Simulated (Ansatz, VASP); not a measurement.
CaH4: VASP beside Ansatz

The input INCAR:

```
SYSTEM = CaH4
PREC = Accurate ; ENCUT = 500
EDIFF = 1E-6 ; ISMEAR = 0
SIGMA = 0.03 ; LREAL = .False.
LASPH = .True. ; NELM = 120
ALGO = Normal ; ISIF = 2
LWAVE = .False. ; LCHARG = .True.
GGA = PS ; LELF = .True.
LVHAR = .True. ; NBANDS = 15
GGA_COMPAT = .False.
```

File KPOINTS:

```
Automatic mesh
0
Gamma
  10 10 10
  0 0 0
```

POSCAR

```
CaH4
1.0
   -1.6423997432      1.6423997432      2.7535200863
    1.6423997432     -1.6423997432      2.7535200863
    1.6423997432      1.6423997432     -2.7535200863
Ca H
1 4
Direct
    0.0000000000      0.0000000000      0.0000000000
    0.7500000000      0.2500000000      0.5000000000
    0.2500000000      0.7500000000      0.5000000000
    0.4315666024      0.4315666024      0.0000000000
    0.5684333976      0.5684333976      0.0000000000
```

Input for Ansatz:

```yaml
crystal:
  lattice:
    - [-1.6423997432, 1.6423997432, 2.7535200863]
    - [1.6423997432, -1.6423997432, 2.7535200863]
    - [1.6423997432, 1.6423997432, -2.7535200863]
  atoms:
    - { symbol: Ca, position: [0.0, 0.0, 0.0] }
    - { symbol: H, position: [0.75, 0.25, 0.5] }
    - { symbol: H, position: [0.25, 0.75, 0.5] }
    - { symbol: H, position: [0.4315666024, 0.4315666024, 0.0] }
    - { symbol: H, position: [0.5684333976, 0.5684333976, 0.0] }
scf:
  occupations: { method: gaussian, width: 0.03 }
output:
  forces: true
  stress: true
  eigenvalues: true
  write_density: true
  write_potential: true
  elf: true
  volumetric_format: npy
hamiltonian:
  xc: pbesol
basis:
  ecutwfc: 600
kpoints:
  mp_grid: { grid: [10, 10, 10] }
```

Alike in both runs: task single point; functional PBEsol; k mesh 10 × 10 × 10; occupations gaussian, width 0.03 eV; no spin polarisation.

|  | VASP | Ansatz |
| --- | --- | --- |
| version | VASP 6.6.1 | Ansatz 0.2.0 |
| potentials or method | VASP PAW PBE potentials, release 64 (Ca_sv, H), cutoff 500 eV | scalar-relativistic, plane waves, PAW |
| valence electrons in the cell | 14 | 14 |

Ansatz gave:

```
gap on the k mesh at the Fermi level (eV)                     : 0.41
least direct gap on the mesh (eV)                             : 1.67
pressure (GPa)                                                : 27.0
traceless stress, the component that is largest in VASP (GPa) : 2.65
rms of the force components (eV/Å)                            : 0.497
```

Question: Estimate VASP's values.

Answer: gap on the k mesh at the Fermi level (eV): 0.39; least direct gap on the mesh (eV): 1.64; pressure (GPa): 27.2; traceless stress, the component that is largest in VASP (GPa): 2.64; rms of the force components (eV/Å): 0.498.

VASP's potentials were made for PBE, not for PBEsol. Atom by atom the forces differ by 0.001 eV/Å (rms over components). The functional is the same, so the differences come from potentials, cutoffs and numerics.
